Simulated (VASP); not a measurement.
Wanted: the native input for a VASP 6.6.1 run.

```yaml
Task: single point
Functional: LDA
Potentials_or_basis: VASP PAW LDA potentials, release 64 (Ga_d, P)
Cutoff: 500 eV
k_mesh: 8 × 8 × 8
Occupations: gaussian, width 0.02 eV
Spin: no spin polarisation
Dipole_correction: no
Further_INCAR_settings: ALGO = Normal; EDIFF = 1e-06; NBANDS = 16
```

The structure of GaP lies in POSCAR:

```
GaP
1.0
    0.0000000000      2.7485193691      2.7485193691
    2.7485193691      0.0000000000      2.7485193691
    2.7485193691      2.7485193691      0.0000000000
Ga P
1 1
Direct
    0.0000000000      0.0000000000      0.0000000000
    0.2500000000      0.2500000000      0.2500000000
```

The input as run:

INCAR

```
SYSTEM = GaP
ALGO = Normal ; EDIFF = 1E-6
ENCUT = 500 ; GGA_COMPAT = .FALSE.
ISIF = 2 ; ISMEAR = 0
LASPH = .TRUE. ; LCHARG = .FALSE.
LREAL = .FALSE. ; LWAVE = .FALSE.
NBANDS = 16 ; NELM = 120
PREC = Accurate ; SIGMA = 0.02
```

KPOINTS

```
k-points
0
G
  8 8 8
  0 0 0
```

Potentials or basis: VASP PAW LDA potentials, release 64 (Ga_d, P).

Run with:

```console
$ cat potpaw_LDA.64/Ga_d/POTCAR potpaw_LDA.64/P/POTCAR > POTCAR
$ mpirun -np 1 vasp_std > vasp.out
```

It gave:

```yaml
Pressure: -4.6 GPa
Band_gap_on_the_k_mesh: 1.43 eV
```

Caveat: the cell stands under tension.

It took 25 s on 1 thread of AMD EPYC 7R13, on a shared host, peak memory 0.12 GiB.
